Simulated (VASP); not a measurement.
Set up this calculation in VASP 6.6.1, as the native input.

```
Task                   : single point
Functional             : PBE
Potentials or basis    : VASP PAW PBE potentials, release 64 (Hf_pv, B)
Cutoff                 : 520 eV
k mesh                 : 9 × 9 × 9
Occupations            : methfessel-paxton, width 0.1 eV
Spin                   : no spin polarisation
Dipole correction      : no
Further INCAR settings : ALGO = Normal; EDIFF = 1e-07; NBANDS = 14
```

The structure of HfB lies in POSCAR:

```
HfB
1.0
    0.0000000000      2.3503574842      2.3503574842
    2.3503574842      0.0000000000      2.3503574842
    2.3503574842      2.3503574842      0.0000000000
Hf B
1 1
Direct
    0.5000000000      0.5000000000      0.5000000000
    0.0000000000      0.0000000000      0.0000000000
```

These files were run (other wordings do the same):

INCAR

```
SYSTEM = HfB
PREC = Accurate
ENCUT = 520
EDIFF = 1E-7
ISMEAR = 1
SIGMA = 0.1
LREAL = .FALSE.
LASPH = .TRUE.
NELM = 100
ALGO = Normal
ISIF = 2
LWAVE = .FALSE.
LCHARG = .FALSE.
GGA = PE
NBANDS = 14
```

KPOINTS

```
regular mesh
0
G
  9 9 9
  0 0 0
```

Potentials or basis: VASP PAW PBE potentials, release 64 (Hf_pv, B).

The run is started by

```sh
$ cat potpaw_PBE.64/Hf_pv/POTCAR potpaw_PBE.64/B/POTCAR > POTCAR
$ mpirun -np 1 vasp_std > vasp.out
```

It gave:

| Property | Result |
| --- | --- |
| Pressure | 17.2 GPa |

Wall time 28 s on 1 thread of AMD EPYC 7R43 64-Core Processor (Zen 3) (shared host), peak memory 0.13 GiB.
